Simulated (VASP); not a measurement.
# Cr (Cmcm) in VASP: further runs, part 2 of 2

VASP 6.6.1. The steps go on from the part before.

## 3. Single point, PBE, collinear spin, ferromagnetic start

The input, INCAR:

```
  PREC = Accurate
  ENCUT = 520
  EDIFF = 1E-7
  ISMEAR = -1
  SIGMA = 0.05
  LREAL = F
  LASPH = T
  NELM = 150
  ALGO = Normal
  ISIF = 2
  LWAVE = F
  LCHARG = F
  ISPIN = 2
  MAGMOM = 6 6
  LORBIT = 11
  NUPDOWN = 12.0
  LMAXMIX = 4
  GGA = PE
  NBANDS = 23
```

The input, KPOINTS:

```
regular mesh
0
Gamma
  11 11 6
```

The input, POSCAR:

```
Cr
1.0
    1.1470505050     -2.4670251200      0.0000000000
    1.1470505050      2.4670251200      0.0000000000
    0.0000000000      0.0000000000      4.0643107400
Cr
2
Direct
    0.8705325800      0.1294674200      0.7500000000
    0.1294674200      0.8705325800      0.2500000000
```

Potentials or basis: VASP PAW PBE potentials, release 64 (Cr_pv).

The run is started by

```console
> cat potpaw_PBE.64/Cr_pv/POTCAR > POTCAR
> mpirun -np 1 vasp_std > vasp.out
```

It took 4.8 min on 1 thread of Intel Xeon 8259CL, shared host; peak memory 0.22 GiB.

The run converged. Its results:

```
Free energy                                           : -0.9805 eV
Pressure                                              : 213.9 GPa
Largest force                                         : 1.089 eV/Å
Net moment                                            : 12.00 μB per cell
Site moments                                          : Cr +5.35 μB
Valence electrons inside the program's atomic spheres : Cr 11.33
```

Forces in eV/Å, atoms in the order of the input:
```
Cr   0.000  1.089  0.000
Cr   0.000 -1.089  0.000
```

Stress tensor (GPa, compression positive):
```
252.21   0.00   0.00
  0.00 182.17   0.00
  0.00   0.00 207.38
```

Caveat: the cell stands under pressure; the total moment is fixed, so each spin has its own Fermi level; forces of over 1 eV/Å act on the atoms, so gaps and moduli don't describe the material at rest.

## 4. Single point, LDA, collinear spin, ferromagnetic start (11.27 Å³/atom)

This run uses another cell than the first one, of 11.27 Å³/atom.

The input, INCAR:

```
  PREC = Accurate
  ENCUT = 520
  EDIFF = 1E-6
  ISMEAR = -1
  SIGMA = 0.05
  LREAL = False
  LASPH = True
  NELM = 150
  ALGO = Normal
  ISIF = 2
  LWAVE = False
  LCHARG = False
  ISPIN = 2
  MAGMOM = 3 3
  LORBIT = 11
  LMAXMIX = 4
  NBANDS = 23
```

The input, KPOINTS:

```
Automatic mesh
0
Gamma
  13 13 7
```

The input, POSCAR:

```
Cr
1.0
    1.1393519475     -2.4504674055      0.0000000000
    1.1393519475      2.4504674055      0.0000000000
    0.0000000000      0.0000000000      4.0370326648
Cr
2
Direct
    0.8705325800      0.1294674200      0.7500000000
    0.1294674200      0.8705325800      0.2500000000
```

Potentials or basis: VASP PAW LDA potentials, release 64 (Cr_pv).

The run is started by

```console
> cat potpaw_LDA.64/Cr_pv/POTCAR > POTCAR
> mpirun -np 1 vasp_std > vasp.out
```

OUTCAR:

```text
PREC = Accurate
   ENCUT = 520
   EDIFF = 1E-6
   ISMEAR = -1
   LREAL = False
   LASPH = True
   NELM = 150
   ISIF = 2
   ISPIN = 2
   LORBIT = 11

 ion  position               nearest neighbor table
   1  0.871  0.129  0.750-   2 2.38   2 2.38   2 2.60   2 2.60   2 2.60   2 2.60
   2  0.129  0.871  0.250-   1 2.38   1 2.38   1 2.60   1 2.60   1 2.60   1 2.60

  LATTYP: Found a base centered orthorhombic cell.
 ALAT       =     2.2787038950
 B/A-ratio  =     2.1507554456
 C/A-ratio  =     1.7716354782

  Lattice vectors:

 A1 = (   1.1393519475,  -2.4504674055,   0.0000000000)
 A2 = (   1.1393519475,   2.4504674055,   0.0000000000)
 A3 = (   0.0000000000,   0.0000000000,   4.0370326648)

Analysis of symmetry for initial positions (statically):
=====================================================================
 Subroutine PRICEL returns:
 Original cell was already a primitive cell.

 Routine SETGRP: Setting up the symmetry group for a
 base centered orthorhombic supercell.
[... 827 lines left out ...]
      4     -30.9864      1.00000
      5     -30.8833      1.00000
      6     -30.8710      1.00000
[... 613 lines left out ...]
     22      23.1912      0.00000
     23      24.0922      0.00000

 [... further k-points ...]

------------------------ aborting loop because EDIFF is reached ----------------------------------------

  FORCE on cell =-STRESS in cart. coord.  units (eV):
  Direction    XX          YY          ZZ          XY          YZ          ZX
  --------------------------------------------------------------------------------------
  -------------------------------------------------------------------------------------
  Total       -0.8191468     -0.8973882     -0.0415791      0.0000000      0.0000000      0.0000000
  in kB      -58.2201418    -63.7810758     -2.9552005      0.0000000      0.0000000      0.0000000
  external PRESSURE =     -41.6521394 kB  Pullay stress =       0.0000000 kB

 VOLUME and BASIS-vectors are now :
 -----------------------------------------------------------------------------
  energy-cutoff  :      520.00
  volume of cell :       22.54
      direct lattice vectors                 reciprocal lattice vectors
     1.139351948 -2.450467405  0.000000000     0.438845961 -0.204042706  0.000000000
     1.139351948  2.450467405  0.000000000     0.438845961  0.204042706  0.000000000
     0.000000000  0.000000000  4.037032665     0.000000000  0.000000000  0.247706690

 POSITION                                       TOTAL-FORCE (eV/Angst)
 -----------------------------------------------------------------------------------
      1.13935     -1.81596      3.02777         0.000000      0.174620      0.000000
      1.13935      1.81596      1.00926         0.000000     -0.174620      0.000000
 -----------------------------------------------------------------------------------
    total drift:                               -0.000000     -0.000000      0.000000

  FREE ENERGIE OF THE ION-ELECTRON SYSTEM (eV)
  ---------------------------------------------------
  free  energy   TOTEN  =       -20.5945105671 eV

  energy  without entropy=      -20.5711940859  energy(sigma->0) =      -20.58285233

 total charge

# of ion       s       p       d       tot
------------------------------------------
    1        0.437   6.397   4.326  11.160
    2        0.437   6.397   4.326  11.160
--------------------------------------------------
tot          0.874  12.794   8.651  22.320

 magnetization (x)

# of ion       s       p       d       tot
------------------------------------------
    1        0.000   0.000   0.000   0.000
    2        0.000   0.000   0.000   0.000
--------------------------------------------------
tot          0.000   0.000   0.000   0.000
```

stdout:

```text
POSCAR found type information on POSCAR Cr
 POSCAR found :  1 types and       2 ions
 scaLAPACK will be used
 LDA part: xc-table for (Slater(with rela. corr.)+CA(PZ))
 , standard interpolation
 POSCAR, INCAR and KPOINTS ok, starting setup
 FFT: planning ... GRIDC
 FFT: planning ... GRID_SOFT
 FFT: planning ... GRID
 WAVECAR not read
 entering main loop
```

Wall time 70 s (1 thread of Intel Xeon 6975P-C (Granite Rapids), shared host); peak memory 0.24 GiB.

Results:

* Free energy: -20.5945 eV
* Pressure: -4.2 GPa
* Largest force: 0.175 eV/Å
* Band gap on the k mesh: zero (filled and empty bands overlap)
* Net moment: 0.00 μB per cell
* Valence electrons inside the program's atomic spheres: Cr 11.16

Forces in eV/Å, atoms in the order of the input:
```
Cr   0.000  0.175  0.000
Cr   0.000 -0.175  0.000
```

Caveat: the cell stands under tension.

## 5. Single point, PBEsol, collinear spin, ferromagnetic start (11.27 Å³/atom)

This run uses another cell than the first one, of 11.27 Å³/atom.

The input, INCAR:

```
SYSTEM = Cr
PREC = Accurate ; ENCUT = 520
EDIFF = 1E-6 ; ISMEAR = -1
SIGMA = 0.05 ; LREAL = .FALSE.
LASPH = .TRUE. ; NELM = 150
ALGO = Normal ; ISIF = 2
LWAVE = .FALSE. ; LCHARG = .FALSE.
ISPIN = 2 ; MAGMOM = 3 3
LORBIT = 11 ; LMAXMIX = 4
GGA = PS ; NBANDS = 23
```

The input, KPOINTS:

```
regular mesh
0
G
  13 13 7
  0 0 0
```

POSCAR is that of step 4.

Potentials or basis: VASP PAW PBE potentials, release 64 (Cr_pv).

The run is started by

```console
> cat potpaw_PBE.64/Cr_pv/POTCAR > POTCAR
> mpirun -np 1 vasp_std > vasp.out
```

It took 70 s on 1 thread of Intel Xeon 6975P-C (Granite Rapids), shared host; peak memory 0.25 GiB.

Results (log left out):

* Free energy: -19.8174 eV
* Pressure: 3.1 GPa
* Largest force: 0.192 eV/Å
* Band gap on the k mesh: zero (filled and empty bands overlap)
* Net moment: 0.00 μB per cell
* Valence electrons inside the program's atomic spheres: Cr 11.15

Forces on the atoms (eV/Å):
```
Cr   0.000  0.192  0.000
Cr   0.000 -0.192  0.000
```

Stress tensor (GPa, compression positive):
```
 2.59  0.00  0.00
 0.00 -0.05  0.00
 0.00  0.00  6.76
```

Levels at points of the mesh, in eV from the Fermi level:
Spin up:
```tsv
k point	band 10	band 11	band 12	band 13	band 14	band 15
(0.00, 0.00, 0.00)	-1.98	-0.89	0.17	1.04	1.06	1.08
```
Spin down:
| k point | band 10 | band 11 | band 12 | band 13 | band 14 | band 15 |
| --- | --- | --- | --- | --- | --- | --- |
| (0.00, 0.00, 0.00) | -1.98 | -0.89 | 0.17 | 1.04 | 1.06 | 1.08 |

Caveat: the cell stands under pressure; an empty level that is flat over the whole mesh can mark a ghost state of the potentials, or a narrow d or f band; the PAW data sets were made with another functional, which shifts forces and pressure a little.

## 6. Single point, LDA, collinear spin, ferromagnetic start (11.50 Å³/atom)

The input, INCAR:

```
SYSTEM = Cr
  ALGO = Normal
  EDIFF = 1E-6
  ENCUT = 520
  GGA = CA
  ISIF = 2
  ISMEAR = -1
  ISPIN = 2
  LASPH = .TRUE.
  LCHARG = .FALSE.
  LMAXMIX = 4
  LORBIT = 11
  LREAL = .FALSE.
  LWAVE = .FALSE.
  MAGMOM = 3 3
  NBANDS = 23
  NELM = 150
  PREC = Accurate
  SIGMA = 0.05
```

The input, KPOINTS:

```
k-points
0
G
  13 13 7
  0 0 0
```

The input, POSCAR:

```
Cr
1.0
    1.1470505050     -2.4670251200      0.0000000000
    1.1470505050      2.4670251200      0.0000000000
    0.0000000000      0.0000000000      4.0643107400
Cr
2
Direct
    0.8705325800      0.1294674200      0.7500000000
    0.1294674200      0.8705325800      0.2500000000
```

Potentials or basis: VASP PAW LDA potentials, release 64 (Cr_pv).

The run is started by

```console
> cat potpaw_LDA.64/Cr_pv/POTCAR > POTCAR
> mpirun -np 1 vasp_std > vasp.out
```

Wall time 70 s (1 thread of Intel Xeon 6975P-C (Granite Rapids), shared host); peak memory 0.24 GiB.

The run converged. Its results:

| Item | Value |
| --- | --- |
| Free energy | -20.5755 eV |
| Pressure | -9.3 GPa |
| Largest force | 0.161 eV/Å |
| Band gap on the k mesh | zero (filled and empty bands overlap) |
| Net moment | 0.00 μB per cell |
| Valence electrons inside the program's atomic spheres | Cr 11.12 |

Forces on the atoms (eV/Å):
```
Cr   0.000  0.161  0.000
Cr   0.000 -0.161  0.000
```

Stress tensor (GPa, compression positive):
```
-11.07   0.00   0.00
  0.00 -11.16   0.00
  0.00   0.00  -5.53
```

Levels at points of the mesh, in eV from the Fermi level:
Spin up:
```
           k point  band 8  band 9  band 10  band 11  band 12  band 13  band 14  band 15  band 16  band 17
(0.00, 0.00, 0.00)   -4.32   -2.15    -1.92    -0.86     0.16     1.00     1.03     1.12     1.67     1.82
```
Spin down:
```csv
k point,band 9,band 10,band 11,band 12,band 13,band 14,band 15,band 16
"(0.00, 0.00, 0.00)",-2.15,-1.92,-0.86,0.16,1.00,1.03,1.12,1.67
```

Caveat: the cell stands under tension; an empty level that is flat over the whole mesh can mark a ghost state of the potentials, or a narrow d or f band.
